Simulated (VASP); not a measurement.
# Nb (Im-3m) in VASP: density of states with PBEsol

Aim: the density of states of Nb with PBEsol.

Everything below comes from runs of VASP 6.6.1. Logs are shortened: lines on timing, memory, paths and dates and some standing lists are left out, and cuts for length are marked.

**1. The cell of the first run**

The structure is cubic, space group Im-3m (No. 229). The conventional cell has a = 3.272 Å, b = 3.272 Å, c = 3.272 Å, α = 90.00°, β = 90.00°, γ = 90.00°. Within 3.7 Å of Nb (site symmetry m-3m) lie 14 Nb at 2.83 to 3.27 Å.

**2. Density of states, PBEsol**

The input, POSCAR:

```
Nb
1.0
   -1.6362222442      1.6362222442      1.6362222442
    1.6362222442     -1.6362222442      1.6362222442
    1.6362222442      1.6362222442     -1.6362222442
Nb
1
Direct
    0.0000000000      0.0000000000      0.0000000000
```

The input, INCAR.step1:

```
SYSTEM = Nb
PREC = Accurate ; ENCUT = 520
EDIFF = 1E-6 ; ISMEAR = 0
SIGMA = 0.1 ; LREAL = .FALSE.
LASPH = .TRUE. ; NELM = 100
ALGO = Normal ; ISIF = 2
LWAVE = .FALSE. ; LCHARG = .TRUE.
LMAXMIX = 4 ; GGA = PS
NBANDS = 12
```

The input, KPOINTS.step1:

```
regular mesh
0
G
  18 18 18
  0 0 0
```

The input, INCAR.step2:

```
SYSTEM = Nb
PREC = Accurate ; ENCUT = 520
EDIFF = 1E-6 ; ISMEAR = -5
SIGMA = 0.1 ; LREAL = .FALSE.
LASPH = .TRUE. ; NELM = 100
ALGO = Normal ; ISIF = 2
LWAVE = .FALSE. ; LCHARG = .FALSE.
LMAXMIX = 4 ; GGA = PS
LORBIT = 11 ; NEDOS = 2001
ICHARG = 11
```

The input, KPOINTS.step2:

```
regular mesh
0
G
  27 27 27
  0 0 0
```

Potentials or basis: VASP PAW PBE potentials, release 64 (Nb_sv).

Started as:

```sh
$ cat potpaw_PBE.64/Nb_sv/POTCAR > POTCAR
$ cp INCAR.step1 INCAR
$ cp KPOINTS.step1 KPOINTS
$ mpirun -np 1 vasp_std > vasp.out
$ cp INCAR.step2 INCAR
$ cp KPOINTS.step2 KPOINTS
$ mpirun -np 1 vasp_std > vasp.out
```

OUTCAR:

```text
SYSTEM = Nb
   PREC = Accurate
   ENCUT = 520
   EDIFF = 1E-6
   ISMEAR = -5
   LREAL = .FALSE.
   LASPH = .TRUE.
   NELM = 100
   ISIF = 2
   GGA = PS
   LORBIT = 11
   ICHARG = 11

 ion  position               nearest neighbor table
   1  0.000  0.000  0.000-

  LATTYP: Found a body centered cubic cell.
 ALAT       =     3.2724444884

  Lattice vectors:

 A1 = (  -1.6362222442,   1.6362222442,   1.6362222442)
 A2 = (   1.6362222442,  -1.6362222442,   1.6362222442)
 A3 = (   1.6362222442,   1.6362222442,  -1.6362222442)

Analysis of symmetry for initial positions (statically):
=====================================================================
 Subroutine PRICEL returns:
 Original cell was already a primitive cell.

 Routine SETGRP: Setting up the symmetry group for a
 body centered cubic supercell.

 Subroutine GETGRP returns: Found 48 space group operations
 (whereof 48 operations were pure point group operations)
 out of a pool of 48 trial point group operations.

The static configuration has the point symmetry O_h .

Analysis of symmetry for dynamics (positions and initial velocities):
=====================================================================
 Subroutine PRICEL returns:
 Original cell was already a primitive cell.

 Routine SETGRP: Setting up the symmetry group for a
 body centered cubic supercell.

 Subroutine GETGRP returns: Found 48 space group operations
 (whereof 48 operations were pure point group operations)
 out of a pool of 48 trial point group operations.

The dynamic configuration has the point symmetry O_h .

 Subroutine INISYM returns: Found 48 space group operations
 (whereof 48 operations are pure point group operations),
 and found     1 'primitive' translations

----------------------------------------------------------------------------------------

                                     Primitive cell

  volume of cell :      17.5221

  direct lattice vectors                    reciprocal lattice vectors
    -1.636222244  1.636222244  1.636222244     0.000000000  0.305581960  0.305581960
     1.636222244 -1.636222244  1.636222244     0.305581960  0.000000000  0.305581960
     1.636222244  1.636222244 -1.636222244     0.305581960  0.305581960  0.000000000

  length of vectors
     2.834020059  2.834020059  2.834020059     0.432158152  0.432158152  0.432158152

  position of ions in fractional coordinates (direct lattice)
     0.000000000  0.000000000  0.000000000

  ion indices of the primitive-cell ions
   primitive index   ion index
                 1           1

----------------------------------------------------------------------------------------

 KPOINTS: regular mesh

Automatic generation of k-mesh.
 Grid dimensions read from file:
 generate k-points for:   27   27   27

 Generating k-lattice:

  Cartesian coordinates                     Fractional coordinates (reciprocal lattice)
     0.000000000  0.011317850  0.011317850     0.037037037  0.000000000  0.000000000
     0.011317850  0.000000000  0.011317850     0.000000000  0.037037037  0.000000000
     0.011317850  0.011317850  0.000000000     0.000000000  0.000000000  0.037037037

  Length of vectors
     0.016005857  0.016005857  0.016005857

  Shift w.r.t. Gamma in fractional coordinates (k-lattice)
     0.000000000  0.000000000  0.000000000

 TETIRR: Found  23679 inequivalent tetrahedra from   118098

 Subroutine IBZKPT returns following result:
 ===========================================

 Found    560 irreducible k-points:

 Following reciprocal coordinates:
            Coordinates               Weight
  0.000000  0.000000  0.000000      1.000000
  0.037037  0.000000  0.000000     12.000000
  0.074074  0.000000  0.000000     12.000000
  0.111111  0.000000  0.000000     12.000000
  0.148148  0.000000  0.000000     12.000000
  0.185185  0.000000  0.000000     12.000000
[... 16 lines left out ...]
  0.333333  0.037037 -0.000000     48.000000
  0.370370  0.037037  0.000000     48.000000
 [... further k-points ...]
   k-points           NKPTS =    560   k-points in BZ     NKDIM =    560   number of bands    NBANDS=     10
   number of dos      NEDOS =   2001   number of ions     NIONS =      1
   total plane-waves  NPLWV =  13824
   dimension x,y,z NGX =    24 NGY =   24 NGZ =   24
   dimension x,y,z NGXF=    48 NGYF=   48 NGZF=   48
   ions per type =               1
   NGX,Y,Z   is equivalent  to a cutoff of  14.08, 14.08, 14.08 a.u.
   NGXF,Y,Z  is equivalent  to a cutoff of  28.16, 28.16, 28.16 a.u.
 SYSTEM =  Nb
   PREC   = accura    normal or accurate (medium, high low for compatibility)
   ISTART =      0    job   : 0-new  1-cont  2-samecut
   ICHARG =     11    charge: 1-file 2-atom 10-const
   ISPIN  =      1    spin polarized calculation?
   LNONCOLLINEAR =      F non collinear calculations
   LSORBIT =      F    spin-orbit coupling
   LASPH  =      T    aspherical Exc in radial PAW
   ENCUT  =  520.0 eV  38.22 Ry    6.18 a.u.   5.27  5.27  5.27*2*pi/ulx,y,z
   NELM   =    100;   NELMIN=  2; NELMDL=  0     # of ELM steps
   EDIFF  = 0.1E-05   stopping-criterion for ELM
   LREAL  =      F    real-space projection
   EDIFFG = 0.1E-04   stopping-criterion for IOM
   NSW    =      0    number of steps for IOM
   IBRION =     -1    ionic relax: 0-MD 1-quasi-New 2-CG
   NFREE  =      0    steps in history (QN), initial steepest desc. (CG)
   ISIF   =      2    stress and relaxation
   ISYM   =      2    0-nonsym 1-usesym 2-fastsym
   POTIM  = 0.5000    time-step for ionic-motion
   TEBEG  =    0.0;   TEEND  =   0.0 temperature during run
   PSTRESS=    0.0 pullay stress
   NELECT =      13.0000    total number of electrons
   NUPDOWN=      -1.0000    fix difference up-down
   EMIN   =  10.00;   EMAX   =-10.00  energy-range for DOS
   EFERMI =   0.00;   METHOD = LEGACY
   ISMEAR =    -5;   SIGMA  =   0.10  broadening in eV -4-tet -1-fermi 0-gaus
   EFERMI_NEDOS =   21; number of points for ismear=-14 and -15
   IALGO  =     38    algorithm
   IMIX   =      4    mixing-type and parameters
     AMIX     =   0.40;   BMIX     =  1.00
     AMIX_MAG =   1.60;   BMIX_MAG =  1.00
  volume/ion in A,a.u.               =      17.52       118.25
  Fermi-wavevector in a.u.,A,eV,Ry     =   1.482041  2.800652 29.884470  2.196447
  Thomas-Fermi vector in A             =   2.595877
   LORBIT       =     11    0 simple, 1 ext, 2 COOP (PROOUT), +10 PAW based schemes
   GGA     = PS    functional components
   LHFCALC =     F    Hartree Fock is set to
   AEXX    =    0.0000 exact exchange contribution
   IVDW    =     0    specifies the selected vdW correction
   LEPSILON=     F    determine dielectric tensor
   LRPA    =     F    only Hartree local field effects (RPA)
 non-spin polarized calculation
 Fermi weights with tetrahedron method with Bloechl corrections
  energy-cutoff  :      520.00
  volume of cell :       17.52
 maximum number of plane-waves:       482
 NGX is ok and might be reduce to    24

 number of electron      13.0000001 magnetization

 Free energy of the ion-electron system (eV)
  ---------------------------------------------------
  ext. energy  EPLUGINS =         0.00000000
  ---------------------------------------------------
  free energy    TOTEN  =       -10.95292335 eV

  energy without entropy =      -10.95292335  energy(sigma->0) =      -10.95292335

 E-fermi :  11.4177     XC(G=0): -12.7732

 val. band max:       11.4218734485   @ k =   0.2963   0.1852   0.1111
 cond. band min:      11.4318815618   @ k =  -0.3333   0.4815   0.1852
 fundamental gap:      0.0100081133
 Fermi energy:        11.4176646642

 k-point     1 :       0.0000    0.0000    0.0000
  band No.  band energies     occupation
      1     -42.8055      2.00000
      2     -18.0584      2.00000
      3     -18.0584      2.00000
      4     -18.0584      2.00000
      5       5.4100      2.00000
      6      11.7884      0.00000
      7      11.7884      0.00000
      8      11.7884      0.00000
      9      14.7915      0.00000
     10      14.7915      0.00000

 k-point     2 :       0.0370    0.0000    0.0000
  band No.  band energies     occupation
      1     -42.8018      2.00000
      2     -18.0803      2.00000
      3     -18.0650      2.00000
      4     -18.0586      2.00000
      5       5.4694      2.00000
      6      11.7510      0.00000
      7      11.7805      0.00000
      8      11.8450      0.00000
      9      14.7302      0.00000
     10      14.7912      0.00000

 k-point     3 :       0.0741    0.0000    0.0000
  band No.  band energies     occupation
      1     -42.7911      2.00000
      2     -18.1444      2.00000
      3     -18.0843      2.00000
      4     -18.0592      2.00000
      5       5.6440      2.00000
      6      11.6432     -0.00478
      7      11.7515      0.00000
      8      12.0138      0.00000
      9      14.5718      0.00000
     10      14.7916      0.00000

 k-point     4 :       0.1111    0.0000    0.0000
  band No.  band energies     occupation
      1     -42.7738      2.00000
      2     -18.2464      2.00000
      3     -18.1152      2.00000
      4     -18.0601      2.00000
      5       5.9225      2.00000
      6      11.4762      0.25505
      7      11.6885     -0.00028
      8      12.2920      0.00000
      9      14.3799      0.00000
     10      14.7968      0.00000
[... 222 lines left out ...]
 k-point    22 :       0.2963    0.0370    0.0000
  band No.  band energies     occupation
      1     -42.6123      2.00000
      2     -19.1243      2.00000
      3     -18.3915      2.00000
      4     -18.0773      2.00000
      5       7.7878      2.00000
      6      10.2202      2.00000
      7      11.6109     -0.03719
      8      14.4650      0.00000
      9      15.1776      0.00000
     10      15.5171      0.00000

 k-point    23 :       0.3333    0.0370   -0.0000
  band No.  band energies     occupation
      1     -42.5842      2.00000
      2     -19.2656      2.00000
      3     -18.4387      2.00000
      4     -18.0790      2.00000
      5       7.8094      2.00000
      6      10.0382      2.00000
      7      12.0585     -0.00838
      8      14.6383      0.00000
      9      15.2885      0.00000
     10      16.2541      0.00000

 k-point    24 :       0.3704    0.0370    0.0000
  band No.  band energies     occupation
      1     -42.5606      2.00000
      2     -19.3828      2.00000
      3     -18.4780      2.00000
      4     -18.0805      2.00000
      5       7.7589      2.00000
      6       9.8913      2.00000
      7      12.5955      0.00000
      8      14.7768      0.00000
      9      15.4049      0.00000
     10      16.9604      0.00000

 [... further k-points ...]
[... 5 lines left out ...]
  --------------------------------------------------------------------------------------
  -------------------------------------------------------------------------------------
  Total       -0.0358219     -0.0358219     -0.0358219      0.0000000      0.0000000     -0.0000000
  in kB       -3.2754584     -3.2754584     -3.2754584      0.0000000      0.0000000     -0.0000000
  external PRESSURE =      -3.2754584 kB  Pullay stress =       0.0000000 kB

 VOLUME and BASIS-vectors are now :
 -----------------------------------------------------------------------------
  energy-cutoff  :      520.00
  volume of cell :       17.52
      direct lattice vectors                 reciprocal lattice vectors
    -1.636222244  1.636222244  1.636222244     0.000000000  0.305581960  0.305581960
     1.636222244 -1.636222244  1.636222244     0.305581960  0.000000000  0.305581960
     1.636222244  1.636222244 -1.636222244     0.305581960  0.305581960  0.000000000

 POSITION                                       TOTAL-FORCE (eV/Angst)
 -----------------------------------------------------------------------------------
      0.00000      0.00000      0.00000        -0.000000     -0.000000      0.000000
 -----------------------------------------------------------------------------------
    total drift:                               -0.000000      0.000000      0.000000

  FREE ENERGIE OF THE ION-ELECTRON SYSTEM (eV)
  ---------------------------------------------------
  free  energy   TOTEN  =       -10.9529233462 eV

  energy  without entropy=      -10.9529233462  energy(sigma->0) =      -10.95292335

 total charge

# of ion       s       p       d       tot
------------------------------------------
    1        2.227   5.999   2.537  10.763
```

Wall time 97 s (1 thread of Intel Xeon Platinum 8259CL at 2.50GHz (Skylake/Cascade Lake), shared host); peak memory 0.25 GiB.

Results:

- Valence electrons inside the program's atomic spheres: Nb 10.76

Caveat: the PAW data sets were made with another functional, which shifts forces and pressure a little; tetrahedron occupations give inexact forces and stress in metals.
